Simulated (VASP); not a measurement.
# SnRu4 (Pm-3m) in VASP: notebook

The runs below take SnRu4 through single point, with PBE.

Everything below comes from runs of VASP 6.6.1. Logs are shortened: lines on timing, memory, paths and dates and some standing lists are left out, and cuts for length are marked.

### 1 The cell of the first run

Symmetry: Pm-3m, No. 221, cubic system. The conventional cell has a = 4.306 Å, b = 4.306 Å, c = 4.306 Å, α = 90.00°, β = 90.00°, γ = 90.00°. Within 2.8 Å of Sn (site symmetry m-3m) lie 6 Ru at 2.15 Å. Ru (site symmetry 4/mmm) has 2 Sn at 2.15 Å within 2.8 Å. Within 4.0 Å of Ru (site symmetry m-3m) lie 12 Ru at 3.04 Å and 8 Sn at 3.73 Å.

The cell was generated, and may not be a known phase.

### 2 Single point, PBE

Contents of INCAR:

```
SYSTEM = SnRu4
PREC     = Accurate       ! precision mode
ENCUT    = 500            ! plane-wave cutoff, eV
EDIFF    = 1E-6           ! SCF threshold, eV
ISMEAR   = 0              ! smearing method
SIGMA    = 0.1            ! smearing width, eV
LREAL    = .False.        ! projectors in reciprocal space
LASPH    = .True.         ! aspherical terms in the spheres
NELM     = 120            ! most SCF steps
ALGO     = Normal         ! electronic algorithm
ISIF     = 2              ! what is computed and relaxed
LWAVE    = .False.        ! write WAVECAR
LCHARG   = .False.        ! write CHGCAR
GGA      = PE             ! functional
NBANDS   = 43             ! bands
GGA_COMPAT= .False.
```

Contents of KPOINTS:

```
Automatic mesh
0
Gamma
  4 4 4
  0 0 0
```

Contents of POSCAR:

```
SnRu4
1.0
    4.3061758400      0.0000000000      0.0000000000
    0.0000000000      4.3061758400      0.0000000000
    0.0000000000      0.0000000000      4.3061758400
Sn Ru
1 4
Direct
    0.0000000000      0.0000000000      0.0000000000
    0.5000000000      0.0000000000      0.0000000000
    0.0000000000      0.5000000000      0.0000000000
    0.0000000000      0.0000000000      0.5000000000
    0.5000000000      0.5000000000      0.5000000000
```

Potentials or basis: VASP PAW PBE potentials, release 64 (Sn_d, Ru_pv).

On the command line:

```bash
$ cat potpaw_PBE.64/Sn_d/POTCAR potpaw_PBE.64/Ru_pv/POTCAR > POTCAR
$ mpirun -np 1 vasp_std > vasp.out
```

OUTCAR:

```text
SYSTEM = SnRu4
   PREC = Accurate
   ENCUT = 500
   EDIFF = 1E-6
   ISMEAR = 0
   LREAL = .False.
   LASPH = .True.
   NELM = 120
   ISIF = 2
   GGA = PE

 ion  position               nearest neighbor table
   1  0.000  0.000  0.000-   2 2.15   3 2.15   4 2.15   4 2.15   3 2.15   2 2.15
   2  0.500  0.000  0.000-   1 2.15   1 2.15   4 3.04   5 3.04   4 3.04   5 3.04   3 3.04   5 3.04
                             5 3.04   3 3.04   3 3.04   4 3.04   4 3.04   3 3.04
   3  0.000  0.500  0.000-   1 2.15   1 2.15   4 3.04   5 3.04   4 3.04   5 3.04   2 3.04   2 3.04
                             4 3.04   4 3.04   2 3.04   5 3.04   5 3.04   2 3.04
   4  0.000  0.000  0.500-   1 2.15   1 2.15   3 3.04   5 3.04   2 3.04   2 3.04   3 3.04   3 3.04
                             5 3.04   3 3.04   2 3.04   5 3.04   2 3.04   5 3.04
   5  0.500  0.500  0.500-   2 3.04   3 3.04   4 3.04   2 3.04   3 3.04   2 3.04   4 3.04   2 3.04
                             3 3.04   4 3.04   3 3.04   4 3.04

  LATTYP: Found a simple cubic cell.
 ALAT       =     4.3061758400

  Lattice vectors:

 A1 = (   4.3061758400,   0.0000000000,   0.0000000000)
 A2 = (   0.0000000000,   4.3061758400,   0.0000000000)
 A3 = (   0.0000000000,   0.0000000000,   4.3061758400)

Analysis of symmetry for initial positions (statically):
=====================================================================
 Subroutine PRICEL returns:
 Original cell was already a primitive cell.

 Routine SETGRP: Setting up the symmetry group for a
 simple cubic supercell.

 Subroutine GETGRP returns: Found 48 space group operations
 (whereof 48 operations were pure point group operations)
 out of a pool of 48 trial point group operations.

The static configuration has the point symmetry O_h .

Analysis of symmetry for dynamics (positions and initial velocities):
=====================================================================
 Subroutine PRICEL returns:
 Original cell was already a primitive cell.

 Routine SETGRP: Setting up the symmetry group for a
 simple cubic supercell.

 Subroutine GETGRP returns: Found 48 space group operations
 (whereof 48 operations were pure point group operations)
 out of a pool of 48 trial point group operations.

The dynamic configuration has the point symmetry O_h .

 Subroutine INISYM returns: Found 48 space group operations
 (whereof 48 operations are pure point group operations),
 and found     1 'primitive' translations

----------------------------------------------------------------------------------------

                                     Primitive cell

  volume of cell :      79.8501

  direct lattice vectors                    reciprocal lattice vectors
     4.306175840  0.000000000  0.000000000     0.232224609  0.000000000  0.000000000
     0.000000000  4.306175840  0.000000000     0.000000000  0.232224609  0.000000000
     0.000000000  0.000000000  4.306175840     0.000000000  0.000000000  0.232224609

  length of vectors
     4.306175840  4.306175840  4.306175840     0.232224609  0.232224609  0.232224609

  position of ions in fractional coordinates (direct lattice)
     0.000000000  0.000000000  0.000000000
     0.500000000  0.000000000  0.000000000
     0.000000000  0.500000000  0.000000000
     0.000000000  0.000000000  0.500000000
     0.500000000  0.500000000  0.500000000

  ion indices of the primitive-cell ions
   primitive index   ion index
                 1           1
                 2           2
                 3           3
                 4           4
                 5           5

----------------------------------------------------------------------------------------

 KPOINTS: Automatic mesh

Automatic generation of k-mesh.
 Grid dimensions read from file:
 generate k-points for:    4    4    4

 Generating k-lattice:

  Cartesian coordinates                     Fractional coordinates (reciprocal lattice)
     0.058056152  0.000000000  0.000000000     0.250000000  0.000000000  0.000000000
     0.000000000  0.058056152  0.000000000     0.000000000  0.250000000  0.000000000
     0.000000000  0.000000000  0.058056152     0.000000000  0.000000000  0.250000000

  Length of vectors
     0.058056152  0.058056152  0.058056152

  Shift w.r.t. Gamma in fractional coordinates (k-lattice)
     0.000000000  0.000000000  0.000000000

 Subroutine IBZKPT returns following result:
 ===========================================

 Found     10 irreducible k-points:

 Following reciprocal coordinates:
            Coordinates               Weight
  0.000000  0.000000  0.000000      1.000000
  0.250000  0.000000  0.000000      6.000000
  0.500000  0.000000  0.000000      3.000000
  0.250000  0.250000  0.000000     12.000000
  0.500000  0.250000  0.000000     12.000000
  0.500000  0.500000  0.000000      3.000000
  0.250000  0.250000  0.250000      8.000000
  0.500000  0.250000  0.250000     12.000000
  0.500000  0.500000  0.250000      6.000000
  0.500000  0.500000  0.500000      1.000000
   k-points           NKPTS =     10   k-points in BZ     NKDIM =     10   number of bands    NBANDS=     43
   number of dos      NEDOS =    301   number of ions     NIONS =      5
   total plane-waves  NPLWV =  32768
   dimension x,y,z NGX =    32 NGY =   32 NGZ =   32
   dimension x,y,z NGXF=    64 NGYF=   64 NGZF=   64
   ions per type =               1   4
   NGX,Y,Z   is equivalent  to a cutoff of  12.35, 12.35, 12.35 a.u.
   NGXF,Y,Z  is equivalent  to a cutoff of  24.71, 24.71, 24.71 a.u.
 SYSTEM =  SnRu4
   PREC   = accura    normal or accurate (medium, high low for compatibility)
   ISTART =      0    job   : 0-new  1-cont  2-samecut
   ICHARG =      2    charge: 1-file 2-atom 10-const
   ISPIN  =      1    spin polarized calculation?
   LNONCOLLINEAR =      F non collinear calculations
   LSORBIT =      F    spin-orbit coupling
   LASPH  =      T    aspherical Exc in radial PAW
   ENCUT  =  500.0 eV  36.75 Ry    6.06 a.u.   7.85  7.85  7.85*2*pi/ulx,y,z
   NELM   =    120;   NELMIN=  2; NELMDL= -5     # of ELM steps
   EDIFF  = 0.1E-05   stopping-criterion for ELM
   LREAL  =      F    real-space projection
   EDIFFG = 0.1E-04   stopping-criterion for IOM
   NSW    =      0    number of steps for IOM
   IBRION =     -1    ionic relax: 0-MD 1-quasi-New 2-CG
   NFREE  =      0    steps in history (QN), initial steepest desc. (CG)
   ISIF   =      2    stress and relaxation
   ISYM   =      2    0-nonsym 1-usesym 2-fastsym
   POTIM  = 0.5000    time-step for ionic-motion
   TEBEG  =    0.0;   TEEND  =   0.0 temperature during run
   PSTRESS=    0.0 pullay stress
   NELECT =      70.0000    total number of electrons
   NUPDOWN=      -1.0000    fix difference up-down
   EMIN   =  10.00;   EMAX   =-10.00  energy-range for DOS
   EFERMI =   0.00;   METHOD = LEGACY
   ISMEAR =     0;   SIGMA  =   0.10  broadening in eV -4-tet -1-fermi 0-gaus
   EFERMI_NEDOS =   21; number of points for ismear=-14 and -15
   IALGO  =     38    algorithm
   IMIX   =      4    mixing-type and parameters
     AMIX     =   0.40;   BMIX     =  1.00
     AMIX_MAG =   1.60;   BMIX_MAG =  1.00
  volume/ion in A,a.u.               =      15.97       107.77
  Fermi-wavevector in a.u.,A,eV,Ry     =   1.566808  2.960838 33.400765  2.454887
  Thomas-Fermi vector in A             =   2.669081
   LORBIT       =      0    0 simple, 1 ext, 2 COOP (PROOUT), +10 PAW based schemes
   GGA     = PE    functional components
   LHFCALC =     F    Hartree Fock is set to
   AEXX    =    0.0000 exact exchange contribution
   IVDW    =     0    specifies the selected vdW correction
   LEPSILON=     F    determine dielectric tensor
   LRPA    =     F    only Hartree local field effects (RPA)
 non-spin polarized calculation
 Gauss-broadening in eV      SIGMA  =   0.10
  energy-cutoff  :      500.00
  volume of cell :       79.85
 maximum number of plane-waves:      2048
 NGX is ok and might be reduce to    32
   NGX = 15   NGY = 15   NGZ = 15

 number of electron      70.0000061 magnetization

 Free energy of the ion-electron system (eV)
  ---------------------------------------------------
  ext. energy  EPLUGINS =         0.00000000
  ---------------------------------------------------
  free energy    TOTEN  =       -24.99360025 eV

  energy without entropy =      -24.95085041  energy(sigma->0) =      -24.97222533

 E-fermi :  10.7936     XC(G=0): -12.8957

 val. band max:       10.7620762721   @ k =   0.2500   0.2500   0.0000
 cond. band min:      10.8322081085   @ k =   0.5000   0.2500   0.2500
 fundamental gap:      0.0701318364
 Fermi energy:        10.7935572878

 k-point     1 :       0.0000    0.0000    0.0000
  band No.  band energies     occupation
      1     -32.1431      2.00000
      2     -32.1431      2.00000
      3     -32.1431      2.00000
      4     -31.6454      2.00000
      5     -31.6454      2.00000
      6     -31.6454      2.00000
[... 35 lines left out ...]
     42      18.3315      0.00000
     43      18.3316      0.00000

 k-point     2 :       0.2500    0.0000    0.0000
  band No.  band energies     occupation
      1     -32.1901      2.00000
      2     -32.1372      2.00000
      3     -32.1372      2.00000
      4     -31.6369      2.00000
      5     -31.6369      2.00000
      6     -31.6268      2.00000
[... 35 lines left out ...]
     42      17.6470      0.00000
     43      18.4748      0.00000

 k-point     3 :       0.5000    0.0000    0.0000
  band No.  band energies     occupation
      1     -32.2385      2.00000
      2     -32.1312      2.00000
      3     -32.1312      2.00000
      4     -31.6280      2.00000
      5     -31.6280      2.00000
      6     -31.5811      2.00000
[... 275 lines left out ...]
      6     -31.6901      2.00000
[... 35 lines left out ...]
     42      15.8149      0.00000
     43      17.0540      0.00000

 k-point    10 :       0.5000    0.5000    0.5000
  band No.  band energies     occupation
      1     -32.3973      2.00000
      2     -32.1572      2.00000
      3     -32.1572      2.00000
      4     -31.7228      2.00000
      5     -31.7228      2.00000
      6     -31.7228      2.00000
[... 35 lines left out ...]
     42      15.5595      0.00000
     43      15.5595      0.00000

------------------------ aborting loop because EDIFF is reached ----------------------------------------

  FORCE on cell =-STRESS in cart. coord.  units (eV):
  Direction    XX          YY          ZZ          XY          YZ          ZX
  --------------------------------------------------------------------------------------
  -------------------------------------------------------------------------------------
  Total       31.2011301     31.2011301     31.2011301      0.0000000      0.0000000      0.0000000
  in kB      626.0451095    626.0451095    626.0451095      0.0000000      0.0000000      0.0000000
  external PRESSURE =     626.0451095 kB  Pullay stress =       0.0000000 kB

 VOLUME and BASIS-vectors are now :
 -----------------------------------------------------------------------------
  energy-cutoff  :      500.00
  volume of cell :       79.85
      direct lattice vectors                 reciprocal lattice vectors
     4.306175840  0.000000000  0.000000000     0.232224609  0.000000000  0.000000000
     0.000000000  4.306175840  0.000000000     0.000000000  0.232224609  0.000000000
     0.000000000  0.000000000  4.306175840     0.000000000  0.000000000  0.232224609

 POSITION                                       TOTAL-FORCE (eV/Angst)
 -----------------------------------------------------------------------------------
      0.00000      0.00000      0.00000         0.000000      0.000000      0.000000
      2.15309      0.00000      0.00000         0.000000      0.000000      0.000000
      0.00000      2.15309      0.00000         0.000000      0.000000      0.000000
      0.00000      0.00000      2.15309         0.000000      0.000000      0.000000
      2.15309      2.15309      2.15309         0.000000      0.000000      0.000000
 -----------------------------------------------------------------------------------
    total drift:                                0.000000      0.000000     -0.000000

  FREE ENERGIE OF THE ION-ELECTRON SYSTEM (eV)
  ---------------------------------------------------
  free  energy   TOTEN  =       -24.9936002504 eV

  energy  without entropy=      -24.9508504102  energy(sigma->0) =      -24.97222533
```

It took 27 s on 1 thread of Intel Xeon Platinum 8259CL at 2.50GHz (Skylake/Cascade Lake), shared host; peak memory 0.18 GiB.

Results:

| Quantity | Value |
| --- | --- |
| Free energy | -24.9936 eV |
| Pressure | 62.6 GPa |
| Band gap on the k mesh | zero (bands 35 and 36 overlap by 0.88 eV) |

Levels at points of the mesh, in eV from the Fermi level:
```tsv
k point	band 31	band 32	band 33	band 34	band 35	band 36	band 37	band 38	band 39	band 40
(0.00, 0.00, 0.00)	-0.33	-0.33	0.35	0.35	0.35	0.54	0.54	0.76	1.07	1.07
(0.50, 0.00, 0.00)	-0.94	-0.87	-0.87	-0.61	-0.57	-0.04	0.21	0.35	1.06	3.86
(0.50, 0.50, 0.00)	-1.92	-1.47	-0.93	-0.75	-0.53	-0.53	-0.31	1.46	1.46	1.60
(0.50, 0.50, 0.50)	-0.08	-0.08	-0.08	0.35	0.35	0.35	0.46	0.46	0.46	0.80
```

Caveat: the k points lie up to 0.36 Å⁻¹ apart, too coarse for converged energies and pressures of a metal; spin-orbit coupling is left out, which moves the levels of the heavy elements.

### 3 Single point, PBE

This run uses another cell than the first one, of 21.00 Å³/atom.

Contents of INCAR:

```
PREC = Accurate
ENCUT = 500
EDIFF = 1E-6
ISMEAR = 0
SIGMA = 0.1
LREAL = F
LASPH = T
NELM = 120
ALGO = Normal
ISIF = 2
LWAVE = F
LCHARG = F
GGA = PE
NBANDS = 43
GGA_COMPAT = F
```

Contents of KPOINTS:

```
Automatic mesh
0
Gamma
  4 4 4
```

Edit POSCAR of step 2 so:

```diff
@@ -2,5 +2,5 @@
 1.0
-    4.3061758400      0.0000000000      0.0000000000
-    0.0000000000      4.3061758400      0.0000000000
-    0.0000000000      0.0000000000      4.3061758400
+    4.7179753042      0.0000000000      0.0000000000
+    0.0000000000      4.7179753042      0.0000000000
+    0.0000000000      0.0000000000      4.7179753042
 Sn Ru
```

Potentials or basis: VASP PAW PBE potentials, release 64 (Sn_d, Ru_pv).

On the command line:

```bash
$ cat potpaw_PBE.64/Sn_d/POTCAR potpaw_PBE.64/Ru_pv/POTCAR > POTCAR
$ mpirun -np 1 vasp_std > vasp.out
```

Run time: 37 s. Hardware: 1 thread of Intel Xeon Platinum 8259CL at 2.50GHz (Skylake/Cascade Lake), shared host; peak memory 0.21 GiB.

The run converged. Its results:

```yaml
Free_energy: -28.8043 eV
Pressure: 0.3 GPa
Band_gap_on_the_k_mesh: zero (bands 35 and 36 overlap by 0.60 eV)
```

Levels at points of the mesh, in eV from the Fermi level:
| k point | band 31 | band 32 | band 33 | band 34 | band 35 | band 36 | band 37 | band 38 | band 39 | band 40 |
| --- | --- | --- | --- | --- | --- | --- | --- | --- | --- | --- |
| (0.00, 0.00, 0.00) | -0.37 | -0.37 | 0.26 | 0.26 | 0.27 | 0.27 | 0.27 | 0.47 | 0.66 | 0.66 |
| (0.50, 0.00, 0.00) | -0.58 | -0.54 | -0.54 | -0.48 | -0.36 | -0.16 | 0.13 | 0.27 | 0.66 | 2.66 |
| (0.50, 0.50, 0.00) | -1.18 | -0.83 | -0.56 | -0.46 | -0.34 | -0.34 | -0.18 | 0.92 | 1.04 | 1.04 |
| (0.50, 0.50, 0.50) | -0.03 | -0.03 | -0.03 | 0.25 | 0.25 | 0.25 | 0.50 | 0.50 | 0.86 | 0.86 |

Caveat: spin-orbit coupling is left out, which moves the levels of the heavy elements.

The gap in the log of VASP goes by the Fermi energy; the results here count the filled bands.